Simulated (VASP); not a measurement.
# InGaAs2 (P-4m2) in VASP: further runs

InGaAs2 is run at these levels: PBEsol; tasks: single point.

Program: VASP 6.6.1. These are calculated values, not measurements. Logs are shortened: lines on timing, memory, paths and dates and some standing lists are left out, and cuts for length are marked.

### 1 The cell of the first run

The structure is tetragonal, space group P-4m2 (No. 115). Conventional cell: a = 4.056 Å, b = 4.056 Å, c = 5.962 Å, α = 90.00°, β = 90.00°, γ = 90.00°. In (site symmetry -4m2) has 4 As at 2.58 Å within 3.4 Å. Ga (site symmetry -4m2) has 4 As at 2.45 Å within 3.2 Å. Within 3.2 Å of As (site symmetry 2mm) lie 2 Ga at 2.45 Å and 2 In at 2.58 Å.

### 2 Single point, PBEsol (strain -0.0400 x Voigt [1, 1, 0, 0, 0, 0])

Contents of INCAR:

```
  PREC = Accurate
  ENCUT = 520
  EDIFF = 1E-7
  ISMEAR = 0
  SIGMA = 0.15
  LREAL = False
  LASPH = True
  NELM = 80
  ALGO = Normal
  ISIF = 2
  LWAVE = False
  LCHARG = True
  GGA = PS
  LELF = True
  LVHAR = True
  NBANDS = 26
```

Contents of KPOINTS:

```
Automatic mesh
0
Gamma
  12 12 8
```

Contents of POSCAR:

```
InGaAs2
1.0
    4.0560011533      0.0000000000      0.0000000000
    0.0000000000      4.0560011533      0.0000000000
    0.0000000000      0.0000000000      5.9621480000
In Ga As
1 1 2
Direct
    0.0000000000      0.0000000000      0.5000000000
    0.5000000000      0.5000000000      0.0000000000
    0.5000000000      0.0000000000      0.7684750000
    0.0000000000      0.5000000000      0.2315250000
```

Potentials or basis: VASP PAW PBE potentials, release 64 (In_d, Ga_d, As).

The run is started by

```console
cat potpaw_PBE.64/In_d/POTCAR potpaw_PBE.64/Ga_d/POTCAR potpaw_PBE.64/As/POTCAR > POTCAR
mpirun -np 1 vasp_std > vasp.out
```

OUTCAR:

```text
PREC = Accurate
   ENCUT = 520
   EDIFF = 1E-7
   ISMEAR = 0
   LREAL = False
   LASPH = True
   NELM = 80
   ISIF = 2
   GGA = PS

 ion  position               nearest neighbor table
   1  0.000  0.000  0.500-   3 2.58   4 2.58   4 2.58   3 2.58
   2  0.500  0.500  0.000-   3 2.45   4 2.45   3 2.45   4 2.45
   3  0.500  0.000  0.768-   2 2.45   2 2.45   1 2.58   1 2.58
   4  0.000  0.500  0.232-   2 2.45   2 2.45   1 2.58   1 2.58

  LATTYP: Found a simple tetragonal cell.
 ALAT       =     4.0560011533
 C/A-ratio  =     1.4699571757

  Lattice vectors:

 A1 = (   4.0560011533,   0.0000000000,   0.0000000000)
 A2 = (   0.0000000000,   4.0560011533,   0.0000000000)
 A3 = (   0.0000000000,   0.0000000000,   5.9621480000)

Analysis of symmetry for initial positions (statically):
=====================================================================
 Subroutine PRICEL returns:
 Original cell was already a primitive cell.

 Routine SETGRP: Setting up the symmetry group for a
 simple tetragonal supercell.

 Subroutine GETGRP returns: Found  8 space group operations
 (whereof  8 operations were pure point group operations)
 out of a pool of 16 trial point group operations.

The static configuration has the point symmetry D_2d.

Analysis of symmetry for dynamics (positions and initial velocities):
=====================================================================
 Subroutine PRICEL returns:
 Original cell was already a primitive cell.

 Routine SETGRP: Setting up the symmetry group for a
 simple tetragonal supercell.

 Subroutine GETGRP returns: Found  8 space group operations
 (whereof  8 operations were pure point group operations)
 out of a pool of 16 trial point group operations.

The dynamic configuration has the point symmetry D_2d.

 Subroutine INISYM returns: Found  8 space group operations
 (whereof  8 operations are pure point group operations),
 and found     1 'primitive' translations

----------------------------------------------------------------------------------------

                                     Primitive cell

  volume of cell :      98.0842

  direct lattice vectors                    reciprocal lattice vectors
     4.056001153  0.000000000  0.000000000     0.246548253  0.000000000  0.000000000
     0.000000000  4.056001153  0.000000000     0.000000000  0.246548253  0.000000000
     0.000000000  0.000000000  5.962148000     0.000000000  0.000000000  0.167724786

  length of vectors
     4.056001153  4.056001153  5.962148000     0.246548253  0.246548253  0.167724786

  position of ions in fractional coordinates (direct lattice)
     0.000000000  0.000000000  0.500000000
     0.500000000  0.500000000  0.000000000
     0.500000000  0.000000000  0.768475000
     0.000000000  0.500000000  0.231525000

  ion indices of the primitive-cell ions
   primitive index   ion index
                 1           1
                 2           2
                 3           3
                 4           4

----------------------------------------------------------------------------------------

 KPOINTS: Automatic mesh

Automatic generation of k-mesh.
 Grid dimensions read from file:
 generate k-points for:   12   12    8

 Generating k-lattice:

  Cartesian coordinates                     Fractional coordinates (reciprocal lattice)
     0.020545688  0.000000000  0.000000000     0.083333333  0.000000000  0.000000000
     0.000000000  0.020545688  0.000000000     0.000000000  0.083333333  0.000000000
     0.000000000  0.000000000  0.020965598     0.000000000  0.000000000  0.125000000

  Length of vectors
     0.020545688  0.020545688  0.020965598

  Shift w.r.t. Gamma in fractional coordinates (k-lattice)
     0.000000000  0.000000000  0.000000000

 Subroutine IBZKPT returns following result:
 ===========================================

 Found    140 irreducible k-points:

 Following reciprocal coordinates:
            Coordinates               Weight
  0.000000  0.000000  0.000000      1.000000
  0.083333  0.000000  0.000000      4.000000
  0.166667  0.000000  0.000000      4.000000
  0.250000  0.000000  0.000000      4.000000
  0.333333  0.000000  0.000000      4.000000
  0.416667  0.000000  0.000000      4.000000
[... 16 lines left out ...]
  0.333333  0.333333  0.000000      4.000000
  0.416667  0.333333  0.000000      8.000000
 [... further k-points ...]
   k-points           NKPTS =    140   k-points in BZ     NKDIM =    140   number of bands    NBANDS=     26
   number of dos      NEDOS =    301   number of ions     NIONS =      4
   total plane-waves  NPLWV =  43200
   dimension x,y,z NGX =    30 NGY =   30 NGZ =   48
   dimension x,y,z NGXF=    60 NGYF=   60 NGZF=   96
   ions per type =               1   1   2
   NGX,Y,Z   is equivalent  to a cutoff of  12.30, 12.30, 13.38 a.u.
   NGXF,Y,Z  is equivalent  to a cutoff of  24.59, 24.59, 26.77 a.u.
 SYSTEM =  unknown system
   PREC   = accura    normal or accurate (medium, high low for compatibility)
   ISTART =      0    job   : 0-new  1-cont  2-samecut
   ICHARG =      2    charge: 1-file 2-atom 10-const
   ISPIN  =      1    spin polarized calculation?
   LNONCOLLINEAR =      F non collinear calculations
   LSORBIT =      F    spin-orbit coupling
   LASPH  =      T    aspherical Exc in radial PAW
   ENCUT  =  520.0 eV  38.22 Ry    6.18 a.u.   7.54  7.54 11.09*2*pi/ulx,y,z
   NELM   =     80;   NELMIN=  2; NELMDL= -5     # of ELM steps
   EDIFF  = 0.1E-06   stopping-criterion for ELM
   LREAL  =      F    real-space projection
   EDIFFG = 0.1E-05   stopping-criterion for IOM
   NSW    =      0    number of steps for IOM
   IBRION =     -1    ionic relax: 0-MD 1-quasi-New 2-CG
   NFREE  =      0    steps in history (QN), initial steepest desc. (CG)
   ISIF   =      2    stress and relaxation
   ISYM   =      2    0-nonsym 1-usesym 2-fastsym
   POTIM  = 0.5000    time-step for ionic-motion
   TEBEG  =    0.0;   TEEND  =   0.0 temperature during run
   PSTRESS=    0.0 pullay stress
   NELECT =      36.0000    total number of electrons
   NUPDOWN=      -1.0000    fix difference up-down
   EMIN   =  10.00;   EMAX   =-10.00  energy-range for DOS
   EFERMI =   0.00;   METHOD = LEGACY
   ISMEAR =     0;   SIGMA  =   0.15  broadening in eV -4-tet -1-fermi 0-gaus
   EFERMI_NEDOS =   21; number of points for ismear=-14 and -15
   IALGO  =     38    algorithm
   IMIX   =      4    mixing-type and parameters
     AMIX     =   0.40;   BMIX     =  1.00
     AMIX_MAG =   1.60;   BMIX_MAG =  1.00
  volume/ion in A,a.u.               =      24.52       165.48
  Fermi-wavevector in a.u.,A,eV,Ry     =   1.172131  2.215006 18.692913  1.373890
  Thomas-Fermi vector in A             =   2.308564
   LORBIT       =      0    0 simple, 1 ext, 2 COOP (PROOUT), +10 PAW based schemes
   GGA     = PS    functional components
   LHFCALC =     F    Hartree Fock is set to
   AEXX    =    0.0000 exact exchange contribution
   IVDW    =     0    specifies the selected vdW correction
   LEPSILON=     F    determine dielectric tensor
   LRPA    =     F    only Hartree local field effects (RPA)
 non-spin polarized calculation
 Gauss-broadening in eV      SIGMA  =   0.15
  energy-cutoff  :      520.00
  volume of cell :       98.08
 maximum number of plane-waves:      2666
   NGX = 15   NGY = 15   NGZ = 23

 number of electron      36.0000012 magnetization

 Free energy of the ion-electron system (eV)
  ---------------------------------------------------
  ext. energy  EPLUGINS =         0.00000000
  ---------------------------------------------------
  free energy    TOTEN  =       -17.46987216 eV

  energy without entropy =      -17.46954051  energy(sigma->0) =      -17.46970633

 E-fermi :   4.5735     XC(G=0):  -9.6208

 val. band max:        4.4647563399   @ k =   0.0000   0.0000   0.0000
 cond. band min:       5.0177891039   @ k =   0.5000   0.0000   0.5000
 fundamental gap:      0.5530327640
 Fermi energy:         4.5735073373

 k-point     1 :       0.0000    0.0000    0.0000
  band No.  band energies     occupation
      1     -10.5406      2.00000
      2     -10.4534      2.00000
      3     -10.4534      2.00000
      4     -10.4122      2.00000
      5     -10.3867      2.00000
      6     -10.1370      2.00000
[... 18 lines left out ...]
     25      11.7359      0.00000
     26      13.5580      0.00000

 k-point     2 :       0.0833    0.0000    0.0000
  band No.  band energies     occupation
      1     -10.5391      2.00000
      2     -10.4564      2.00000
      3     -10.4532      2.00000
      4     -10.4114      2.00000
      5     -10.3873      2.00000
      6     -10.1336      2.00000
[... 18 lines left out ...]
     25      12.0637      0.00000
     26      13.2714      0.00000

 k-point     3 :       0.1667    0.0000    0.0000
  band No.  band energies     occupation
      1     -10.5349      2.00000
      2     -10.4645      2.00000
      3     -10.4525      2.00000
      4     -10.4093      2.00000
      5     -10.3888      2.00000
      6     -10.1248      2.00000
[... 18 lines left out ...]
     25      12.6124      0.00000
     26      12.7630      0.00000

 k-point     4 :       0.2500    0.0000    0.0000
  band No.  band energies     occupation
      1     -10.5294      2.00000
      2     -10.4752      2.00000
      3     -10.4516      2.00000
      4     -10.4065      2.00000
      5     -10.3910      2.00000
      6     -10.1154      2.00000
[... 18 lines left out ...]
     25      12.0255      0.00000
     26      12.0623      0.00000
[... 496 lines left out ...]
      1     -10.5229      2.00000
      2     -10.5112      2.00000
      3     -10.4416      2.00000
      4     -10.4016      2.00000
      5     -10.3992      2.00000
      6     -10.0974      2.00000
[... 18 lines left out ...]
     25      12.2856      0.00000
     26      12.5406      0.00000

 k-point    23 :       0.3333    0.3333    0.0000
  band No.  band energies     occupation
      1     -10.5243      2.00000
      2     -10.5111      2.00000
      3     -10.4402      2.00000
      4     -10.4019      2.00000
      5     -10.4000      2.00000
      6     -10.0860      2.00000
[... 18 lines left out ...]
     25      11.8441      0.00000
     26      12.5284      0.00000

 k-point    24 :       0.4167    0.3333    0.0000
  band No.  band energies     occupation
      1     -10.5254      2.00000
      2     -10.5177      2.00000
      3     -10.4364      2.00000
      4     -10.4039      2.00000
      5     -10.3988      2.00000
      6     -10.0867      2.00000
[... 18 lines left out ...]
     25      12.6507      0.00000
     26      12.9389      0.00000

 [... further k-points ...]

------------------------ aborting loop because EDIFF is reached ----------------------------------------

  FORCE on cell =-STRESS in cart. coord.  units (eV):
  Direction    XX          YY          ZZ          XY          YZ          ZX
  --------------------------------------------------------------------------------------
  -------------------------------------------------------------------------------------
  Total        1.6986012      1.6986012      0.8307226      0.0000000      0.0000000      0.0000000
  in kB       27.7461748     27.7461748     13.5696209      0.0000000      0.0000000      0.0000000
  external PRESSURE =      23.0206568 kB  Pullay stress =       0.0000000 kB

 VOLUME and BASIS-vectors are now :
 -----------------------------------------------------------------------------
  energy-cutoff  :      520.00
  volume of cell :       98.08
      direct lattice vectors                 reciprocal lattice vectors
     4.056001153  0.000000000  0.000000000     0.246548253  0.000000000  0.000000000
     0.000000000  4.056001153  0.000000000     0.000000000  0.246548253  0.000000000
     0.000000000  0.000000000  5.962148000     0.000000000  0.000000000  0.167724786

 POSITION                                       TOTAL-FORCE (eV/Angst)
 -----------------------------------------------------------------------------------
      0.00000      0.00000      2.98107         0.000000      0.000000      0.000000
      2.02800      2.02800      0.00000         0.000000     -0.000000      0.000000
      2.02800      0.00000      4.58176        -0.000000      0.000000      0.112492
      0.00000      2.02800      1.38039        -0.000000      0.000000     -0.112492
 -----------------------------------------------------------------------------------
    total drift:                                0.000000      0.000000     -0.000000

  FREE ENERGIE OF THE ION-ELECTRON SYSTEM (eV)
  ---------------------------------------------------
  free  energy   TOTEN  =       -17.4698721595 eV

  energy  without entropy=      -17.4695405091  energy(sigma->0) =      -17.46970633
```

It took 9.3 min on 1 thread of Intel Xeon 8259CL, shared host; peak memory 0.47 GiB.

What came out:

- Free energy: -17.4699 eV
- Pressure: 2.3 GPa
- Largest force: 0.112 eV/Å
- Band gap on the k mesh: zero (filled and empty bands touch)

Forces in eV/Å, atoms in the order of the input:
```
In   0.000  0.000  0.000
Ga   0.000  0.000  0.000
As   0.000  0.000  0.112
As   0.000  0.000 -0.112
```

Caveat: the cell differs from its parent crystal (strain -0.0400 x Voigt [1, 1, 0, 0, 0, 0]); semilocal functionals underestimate gaps, and a narrow one can read as zero; the PAW data sets were made with another functional, which shifts forces and pressure a little; spin-orbit coupling is left out, which moves the levels of the heavy elements.

### 3 Single point, PBEsol (strain -0.0300 x Voigt [1, 1, 0, 0, 0, 0])

Contents of INCAR:

```
ALGO = Normal
EDIFF = 1E-7
ENCUT = 520
GGA = PS
ISIF = 2
ISMEAR = 0
LASPH = True
LCHARG = False
LREAL = False
LWAVE = False
NBANDS = 26
NELM = 100
PREC = Accurate
SIGMA = 0.15
```

Contents of KPOINTS:

```
k-points
0
Gamma
  12 12 8
```

POSCAR, as its differences from that of step 2:

```diff
@@ -2,4 +2,4 @@
 1.0
-    4.0560011533      0.0000000000      0.0000000000
-    0.0000000000      4.0560011533      0.0000000000
+    4.0982511654      0.0000000000      0.0000000000
+    0.0000000000      4.0982511654      0.0000000000
     0.0000000000      0.0000000000      5.9621480000
```

Potentials or basis: VASP PAW PBE potentials, release 64 (In_d, Ga_d, As).

The run is started by

```console
cat potpaw_PBE.64/In_d/POTCAR potpaw_PBE.64/Ga_d/POTCAR potpaw_PBE.64/As/POTCAR > POTCAR
mpirun -np 1 vasp_std > vasp.out
```

Run time: 8 min. Hardware: 1 thread of Intel Xeon 8259CL, shared host; peak memory 0.48 GiB.

The run converged. Its results:

```yaml
Free_energy: -17.4955 eV
Pressure: 0.9 GPa
Largest_force: 0.091 eV/Å
Band_gap_on_the_k_mesh: zero (filled and empty bands touch)
```

Forces on the atoms (eV/Å):
```
In   0.000  0.000  0.000
Ga   0.000  0.000  0.000
As   0.000  0.000  0.091
As   0.000  0.000 -0.091
```

Stress tensor (GPa, compression positive):
```
1.20 0.00 0.00
0.00 1.20 0.00
0.00 0.00 0.27
```

Levels at points of the mesh, in eV from the Fermi level:
```tsv
k point	band 15	band 16	band 17	band 18	band 19	band 20	band 21	band 22
(0.00, 0.00, 0.00)	-2.65	-0.38	-0.23	-0.10	-0.10	1.36	1.76	3.60
(0.50, 0.00, 0.00)	-3.51	-3.27	-1.53	-0.94	2.00	3.03	4.68	4.72
(0.50, 0.50, 0.00)	-2.91	-2.74	-2.74	-2.58	1.16	1.16	1.38	1.68
(0.00, 0.00, 0.50)	-2.00	-2.00	-1.36	-1.36	1.81	1.84	2.62	3.15
(0.50, 0.00, 0.50)	-1.49	-1.36	-1.33	-0.85	0.43	0.91	4.00	4.48
(0.50, 0.50, 0.50)	-3.50	-3.42	-3.32	-3.32	3.94	4.09	4.10	4.10
```

Caveat: the cell differs from its parent crystal (strain -0.0300 x Voigt [1, 1, 0, 0, 0, 0]); semilocal functionals underestimate gaps, and a narrow one can read as zero; the PAW data sets were made with another functional, which shifts forces and pressure a little; spin-orbit coupling is left out, which moves the levels of the heavy elements.

The gap in the log of VASP goes by the Fermi energy; the results here count the filled bands.